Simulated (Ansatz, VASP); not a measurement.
**One calculation of Mg2Si3, two programs**

```
Mg Si
1.0
     1.77988    1.02762    9.01694
    -1.77988    1.02762    9.01694
     0.00000   -2.05523    9.01694
Mg Si
2 3
Direct
  0.40442 0.40442 0.40442
  0.59558 0.59558 0.59558
  0.00000 0.00000 0.00000
  0.18696 0.18696 0.18696
  0.81304 0.81304 0.81304
```

Alike in both runs: functional PBE; k mesh 12 × 12 × 12; occupations gaussian, width 0.1 eV; no spin polarisation.

Ansatz relaxed the structure, and its values are those at the end. VASP's run is a single point on that final structure, the one shown.

|  | VASP | Ansatz |
| --- | --- | --- |
| version | VASP 6.6.1 | Ansatz 0.2.0 |
| potentials or method | VASP PAW PBE potentials, release 64 (Mg, Si), cutoff 520 eV | scalar-relativistic, plane waves, PAW |
| valence electrons in the cell | 16 | 32 |

VASP gave:

- gap on the k mesh at the Fermi level (eV): none
- pressure (GPa): -0.2
- rms of the force components (eV/Å): 0.005

Question: What did Ansatz give for the same quantities?

Answer: gap on the k mesh at the Fermi level (eV): none; pressure (GPa): 0.0; rms of the force components (eV/Å): 0.004.

A gap of «none» marks a metal or a gap that the smearing closes. The functional is the same, so the differences come from potentials, cutoffs and numerics. VASP's potentials hold 16 valence electrons a cell and Ansatz's 32, so a difference there can come from the potentials and not from the codes.
